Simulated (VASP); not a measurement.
# B2P3 (Cmmm) in VASP: further runs

B2P3 is run at these levels: PBE; tasks: single point.

Program: VASP 6.6.1. These are calculated values, not measurements. Logs are shortened: lines on timing, memory, paths and dates and some standing lists are left out, and cuts for length are marked.

**1. The cell of the first run**

Symmetry: Cmmm, No. 65, orthorhombic system. Conventional cell: a = 4.775 Å, b = 5.308 Å, c = 5.934 Å, α = 90.00°, β = 90.00°, γ = 90.00°. B (site symmetry mm2) has 1 P at 1.88 Å and 1 B at 2.18 Å within 2.5 Å. Within 2.4 Å of P (site symmetry mmm) lie 4 P at 1.78 Å and 2 B at 1.88 Å. Within 2.4 Å of P (site symmetry 2/m) lie 4 P at 1.78 to 2.39 Å.

**2. Single point, PBE**

Input file INCAR:

```
SYSTEM = B2P3
PREC = Accurate
ENCUT = 520
EDIFF = 1E-7
ISMEAR = 0
SIGMA = 0.1
LREAL = .FALSE.
LASPH = .TRUE.
NELM = 100
ALGO = Normal
ISIF = 2
LWAVE = .FALSE.
LCHARG = .FALSE.
GGA = PE
NBANDS = 18
```

Input file KPOINTS:

```
Automatic mesh
0
G
  6 6 4
  0 0 0
```

Input file POSCAR:

```
B2P3
1.0
    2.3875914100     -2.6539248000      0.0000000000
    2.3875914100      2.6539248000      0.0000000000
    0.0000000000      0.0000000000      5.9341119500
B P
2 3
Direct
    0.0000000000      0.0000000000      0.3166697300
    0.0000000000      0.0000000000      0.6833302700
    0.0000000000      0.0000000000      0.0000000000
    0.0000000000      0.5000000000      0.0000000000
    0.5000000000      0.0000000000      0.0000000000
```

Potentials or basis: VASP PAW PBE potentials, release 64 (B, P).

Run with:

```console
$ cat potpaw_PBE.64/B/POTCAR potpaw_PBE.64/P/POTCAR > POTCAR
$ mpirun -np 1 vasp_std > vasp.out
```

OUTCAR:

```text
SYSTEM = B2P3
   PREC = Accurate
   ENCUT = 520
   EDIFF = 1E-7
   ISMEAR = 0
   LREAL = .FALSE.
   LASPH = .TRUE.
   NELM = 100
   ISIF = 2
   GGA = PE

 ion  position               nearest neighbor table
   1  0.000  0.000  0.317-   3 1.88
   2  0.000  0.000  0.683-   3 1.88
   3  0.000  0.000  0.000-   4 1.78   5 1.78   4 1.78   5 1.78   1 1.88   2 1.88
   4  0.000  0.500  0.000-   3 1.78   3 1.78   5 2.39   5 2.39   5 2.65   5 2.65
   5  0.500  0.000  0.000-   3 1.78   3 1.78   4 2.39   4 2.39   4 2.65   4 2.65

  LATTYP: Found a base centered orthorhombic cell.
 ALAT       =     4.7751828200
 B/A-ratio  =     1.1115489815
 C/A-ratio  =     1.2426983790

  Lattice vectors:

 A1 = (   2.3875914100,  -2.6539248000,   0.0000000000)
 A2 = (   2.3875914100,   2.6539248000,   0.0000000000)
 A3 = (   0.0000000000,   0.0000000000,   5.9341119500)

Analysis of symmetry for initial positions (statically):
=====================================================================
 Subroutine PRICEL returns:
 Original cell was already a primitive cell.

 Routine SETGRP: Setting up the symmetry group for a
 base centered orthorhombic supercell.

 Subroutine GETGRP returns: Found  8 space group operations
 (whereof  8 operations were pure point group operations)
 out of a pool of  8 trial point group operations.

The static configuration has the point symmetry D_2h.

Analysis of symmetry for dynamics (positions and initial velocities):
=====================================================================
 Subroutine PRICEL returns:
 Original cell was already a primitive cell.

 Routine SETGRP: Setting up the symmetry group for a
 base centered orthorhombic supercell.

 Subroutine GETGRP returns: Found  8 space group operations
 (whereof  8 operations were pure point group operations)
 out of a pool of  8 trial point group operations.

The dynamic configuration has the point symmetry D_2h.

 Subroutine INISYM returns: Found  8 space group operations
 (whereof  8 operations are pure point group operations),
 and found     1 'primitive' translations

----------------------------------------------------------------------------------------

                                     Primitive cell

  volume of cell :      75.2029

  direct lattice vectors                    reciprocal lattice vectors
     2.387591410 -2.653924800  0.000000000     0.209416066 -0.188400214  0.000000000
     2.387591410  2.653924800  0.000000000     0.209416066  0.188400214  0.000000000
     0.000000000  0.000000000  5.934111950     0.000000000  0.000000000  0.168517212

  length of vectors
     3.569861284  3.569861284  5.934111950     0.281690840  0.281690840  0.168517212

  position of ions in fractional coordinates (direct lattice)
     0.000000000  0.000000000  0.316669730
     0.000000000  0.000000000  0.683330270
     0.000000000  0.000000000  0.000000000
     0.000000000  0.500000000  0.000000000
     0.500000000  0.000000000  0.000000000

  ion indices of the primitive-cell ions
   primitive index   ion index
                 1           1
                 2           2
                 3           3
                 4           4
                 5           5

----------------------------------------------------------------------------------------

 KPOINTS: Automatic mesh

Automatic generation of k-mesh.
 Grid dimensions read from file:
 generate k-points for:    6    6    4

 Generating k-lattice:

  Cartesian coordinates                     Fractional coordinates (reciprocal lattice)
     0.034902678 -0.031400036  0.000000000     0.166666667  0.000000000  0.000000000
     0.034902678  0.031400036  0.000000000     0.000000000  0.166666667  0.000000000
     0.000000000  0.000000000  0.042129303     0.000000000  0.000000000  0.250000000

  Length of vectors
     0.046948473  0.046948473  0.042129303

  Shift w.r.t. Gamma in fractional coordinates (k-lattice)
     0.000000000  0.000000000  0.000000000

 Subroutine IBZKPT returns following result:
 ===========================================

 Found     39 irreducible k-points:

 Following reciprocal coordinates:
            Coordinates               Weight
  0.000000  0.000000  0.000000      1.000000
  0.166667  0.000000  0.000000      4.000000
  0.333333  0.000000  0.000000      4.000000
  0.500000  0.000000  0.000000      2.000000
  0.166667  0.166667  0.000000      2.000000
  0.333333  0.166667  0.000000      4.000000
[... 16 lines left out ...]
  0.333333  0.333333  0.250000      4.000000
  0.500000  0.333333  0.250000      8.000000
 [... further k-points ...]
   k-points           NKPTS =     39   k-points in BZ     NKDIM =     39   number of bands    NBANDS=     18
   number of dos      NEDOS =    301   number of ions     NIONS =      5
   total plane-waves  NPLWV =  37632
   dimension x,y,z NGX =    28 NGY =   28 NGZ =   48
   dimension x,y,z NGXF=    56 NGYF=   56 NGZF=   96
   ions per type =               2   3
   NGX,Y,Z   is equivalent  to a cutoff of  13.04, 13.04, 13.45 a.u.
   NGXF,Y,Z  is equivalent  to a cutoff of  26.08, 26.08, 26.89 a.u.
 SYSTEM =  B2P3
   PREC   = accura    normal or accurate (medium, high low for compatibility)
   ISTART =      0    job   : 0-new  1-cont  2-samecut
   ICHARG =      2    charge: 1-file 2-atom 10-const
   ISPIN  =      1    spin polarized calculation?
   LNONCOLLINEAR =      F non collinear calculations
   LSORBIT =      F    spin-orbit coupling
   LASPH  =      T    aspherical Exc in radial PAW
   ENCUT  =  520.0 eV  38.22 Ry    6.18 a.u.   6.64  6.64 11.03*2*pi/ulx,y,z
   NELM   =    100;   NELMIN=  2; NELMDL= -5     # of ELM steps
   EDIFF  = 0.1E-06   stopping-criterion for ELM
   LREAL  =      F    real-space projection
   EDIFFG = 0.1E-05   stopping-criterion for IOM
   NSW    =      0    number of steps for IOM
   IBRION =     -1    ionic relax: 0-MD 1-quasi-New 2-CG
   NFREE  =      0    steps in history (QN), initial steepest desc. (CG)
   ISIF   =      2    stress and relaxation
   ISYM   =      2    0-nonsym 1-usesym 2-fastsym
   POTIM  = 0.5000    time-step for ionic-motion
   TEBEG  =    0.0;   TEEND  =   0.0 temperature during run
   PSTRESS=    0.0 pullay stress
   NELECT =      21.0000    total number of electrons
   NUPDOWN=      -1.0000    fix difference up-down
   EMIN   =  10.00;   EMAX   =-10.00  energy-range for DOS
   EFERMI =   0.00;   METHOD = LEGACY
   ISMEAR =     0;   SIGMA  =   0.10  broadening in eV -4-tet -1-fermi 0-gaus
   EFERMI_NEDOS =   21; number of points for ismear=-14 and -15
   IALGO  =     38    algorithm
   IMIX   =      4    mixing-type and parameters
     AMIX     =   0.40;   BMIX     =  1.00
     AMIX_MAG =   1.60;   BMIX_MAG =  1.00
  volume/ion in A,a.u.               =      15.04       101.50
  Fermi-wavevector in a.u.,A,eV,Ry     =   1.070048  2.022097 15.578700  1.145002
  Thomas-Fermi vector in A             =   2.205746
   LORBIT       =      0    0 simple, 1 ext, 2 COOP (PROOUT), +10 PAW based schemes
   GGA     = PE    functional components
   LHFCALC =     F    Hartree Fock is set to
   AEXX    =    0.0000 exact exchange contribution
   IVDW    =     0    specifies the selected vdW correction
   LEPSILON=     F    determine dielectric tensor
   LRPA    =     F    only Hartree local field effects (RPA)
 non-spin polarized calculation
 Gauss-broadening in eV      SIGMA  =   0.10
  energy-cutoff  :      520.00
  volume of cell :       75.20
 maximum number of plane-waves:      2046
 NGX is ok and might be reduce to    28
   NGX = 13   NGY = 13   NGZ = 23

 number of electron      20.9999997 magnetization

 Free energy of the ion-electron system (eV)
  ---------------------------------------------------
  ext. energy  EPLUGINS =         0.00000000
  ---------------------------------------------------
  free energy    TOTEN  =       -12.54350890 eV

  energy without entropy =      -12.52602263  energy(sigma->0) =      -12.53476576

 E-fermi :   5.6656     XC(G=0):  -9.5573

 val. band max:        5.6479996573   @ k =   0.5000   0.5000   0.0000
 cond. band min:       5.6775809202   @ k =   0.3333   0.0000   0.2500
 fundamental gap:      0.0295812629
 Fermi energy:         5.6656386167

 k-point     1 :       0.0000    0.0000    0.0000
  band No.  band energies     occupation
      1     -14.2430      2.00000
      2      -5.2977      2.00000
      3      -5.2217      2.00000
      4      -4.1268      2.00000
      5      -2.3978      2.00000
      6      -1.2510      2.00000
[... 10 lines left out ...]
     17       7.6851      0.00000
     18       9.9499      0.00000

 k-point     2 :       0.1667    0.0000    0.0000
  band No.  band energies     occupation
      1     -14.0004      2.00000
      2      -6.5435      2.00000
      3      -5.0289      2.00000
      4      -4.4229      2.00000
      5      -1.4040      2.00000
      6      -0.9725      2.00000
[... 10 lines left out ...]
     17       9.4523      0.00000
     18      11.1225      0.00000

 k-point     3 :       0.3333    0.0000    0.0000
  band No.  band energies     occupation
      1     -13.3654      2.00000
      2      -8.5393      2.00000
      3      -4.5557      2.00000
      4      -4.1851      2.00000
      5      -0.8842      2.00000
      6      -0.3343      2.00000
[... 10 lines left out ...]
     17      10.9230      0.00000
     18      13.6378      0.00000

 k-point     4 :       0.5000    0.0000    0.0000
  band No.  band energies     occupation
      1     -12.8882      2.00000
      2      -9.5146      2.00000
      3      -4.2457      2.00000
      4      -4.0076      2.00000
      5      -0.7194      2.00000
      6      -0.0835      2.00000
[... 375 lines left out ...]
      4      -4.9890      2.00000
      5      -0.2876      2.00000
      6       0.0971      2.00000
[... 10 lines left out ...]
     17      10.4626      0.00000
     18      11.2378      0.00000

 k-point    23 :       0.3333    0.3333    0.2500
  band No.  band energies     occupation
      1     -12.3586      2.00000
      2      -8.8548      2.00000
      3      -7.1253      2.00000
      4      -3.9620      2.00000
      5      -0.7035      2.00000
      6       0.5571      2.00000
[... 10 lines left out ...]
     17      10.5165      0.00000
     18      10.8721      0.00000

 k-point    24 :       0.5000    0.3333    0.2500
  band No.  band energies     occupation
      1     -11.9487      2.00000
      2      -9.1839      2.00000
      3      -7.2803      2.00000
      4      -3.6908      2.00000
      5      -1.8559      2.00000
      6       0.6409      2.00000
[... 10 lines left out ...]
     17      10.5668      0.00000
     18      11.2394      0.00000

 [... further k-points ...]
[... 5 lines left out ...]
  --------------------------------------------------------------------------------------
  -------------------------------------------------------------------------------------
  Total       39.0748676     48.6282454     -4.7176206      0.0000000      0.0000000      0.0000000
  in kB      832.4798808   1036.0121065   -100.5076775      0.0000000      0.0000000      0.0000000
  external PRESSURE =     589.3281032 kB  Pullay stress =       0.0000000 kB

 VOLUME and BASIS-vectors are now :
 -----------------------------------------------------------------------------
  energy-cutoff  :      520.00
  volume of cell :       75.20
      direct lattice vectors                 reciprocal lattice vectors
     2.387591410 -2.653924800  0.000000000     0.209416066 -0.188400214  0.000000000
     2.387591410  2.653924800  0.000000000     0.209416066  0.188400214  0.000000000
     0.000000000  0.000000000  5.934111950     0.000000000  0.000000000  0.168517212

 POSITION                                       TOTAL-FORCE (eV/Angst)
 -----------------------------------------------------------------------------------
      0.00000      0.00000      1.87915         0.000000     -0.000000      3.820666
      0.00000      0.00000      4.05496        -0.000000     -0.000000     -3.820666
      0.00000      0.00000      0.00000         0.000000     -0.000000     -0.000000
      1.19380      1.32696      0.00000         0.000000     -0.000000     -0.000000
      1.19380     -1.32696      0.00000         0.000000      0.000000     -0.000000
 -----------------------------------------------------------------------------------
    total drift:                               -0.000000      0.000000     -0.000000

  FREE ENERGIE OF THE ION-ELECTRON SYSTEM (eV)
  ---------------------------------------------------
  free  energy   TOTEN  =       -12.5435089006 eV

  energy  without entropy=      -12.5260226279  energy(sigma->0) =      -12.53476576
```

It took 86 s on 1 thread of AMD EPYC 7R43 (Zen 3), shared host; peak memory 0.16 GiB.

Results:

```yaml
Free_energy: -12.5435 eV
Pressure: 58.9 GPa
Largest_force: 3.821 eV/Å
```

Forces on the atoms (eV/Å):
```
B    0.000  0.000  3.821
B    0.000  0.000 -3.821
P    0.000  0.000  0.000
P    0.000  0.000  0.000
P    0.000  0.000  0.000
```

Caveat: forces of over 1 eV/Å act on the atoms, so gaps and moduli don't describe the material at rest.

**3. Single point, PBE**

This run uses another cell than the first one, of 20.84 Å³/atom, 1.386 times its volume.

Input file INCAR:

```
SYSTEM = B2P3
ALGO = Normal
EDIFF = 1E-6
ENCUT = 520
GGA = PE
ISIF = 2
ISMEAR = 0
LASPH = .True.
LCHARG = .False.
LREAL = .False.
LWAVE = .False.
NBANDS = 18
NELM = 80
PREC = Accurate
SIGMA = 0.1
```

Input file KPOINTS:

```
k-points
0
Gamma
  6 6 4
  0 0 0
```

Input file POSCAR:

```
B2P3
1.0
    2.2780396032     -4.5246271646      0.0000000000
    2.2780396032      4.5246271646      0.0000000000
    0.0000000000      0.0000000000      5.0557815518
B P
2 3
Direct
    0.0000000000      0.0000000000      0.3482497445
    0.0000000000      0.0000000000      0.6517502555
    0.0000000000      0.0000000000      0.0000000000
    0.0000000000      0.5000000000      0.0000000000
    0.5000000000      0.0000000000      0.0000000000
```

Potentials or basis: VASP PAW PBE potentials, release 64 (B, P).

Run with:

```console
$ cat potpaw_PBE.64/B/POTCAR potpaw_PBE.64/P/POTCAR > POTCAR
$ mpirun -np 1 vasp_std > vasp.out
```

Run time: 1.7 min. Hardware: 1 thread of AMD EPYC 7R43 (Zen 3), shared host; peak memory 0.21 GiB.

The run converged. Its results:

```yaml
Free_energy: -23.8776 eV
Pressure: -0.1 GPa
Largest_force: 0.020 eV/Å
```

Forces in eV/Å, atoms in the order of the input:
```
B    0.000  0.000 -0.020
B    0.000  0.000  0.020
P    0.000  0.000  0.000
P    0.000  0.000  0.000
P    0.000  0.000  0.000
```

Stress tensor (GPa, compression positive):
```
-0.22  0.00  0.00
 0.00  0.04  0.00
 0.00  0.00 -0.23
```

Levels at points of the mesh, in eV from the Fermi level:
```tsv
k point	band 8	band 9	band 10	band 11	band 12	band 13	band 14	band 15
(0.00, 0.00, 0.00)	-4.19	-1.88	0.60	1.45	1.57	1.96	2.68	2.82
(0.50, 0.00, 0.00)	-1.85	-1.14	-0.69	0.62	1.29	1.46	1.99	2.03
(0.50, 0.50, 0.00)	-2.26	-1.67	-1.46	0.38	0.71	1.01	2.37	4.48
(0.00, 0.00, 0.50)	-3.83	-2.21	-1.35	-0.67	1.65	1.68	3.25	4.67
(0.50, 0.00, 0.50)	-1.64	-1.29	-1.25	-1.06	1.30	1.47	1.94	2.71
(0.50, 0.50, 0.50)	-1.82	-1.57	-1.13	-0.63	0.41	1.00	2.62	3.20
```
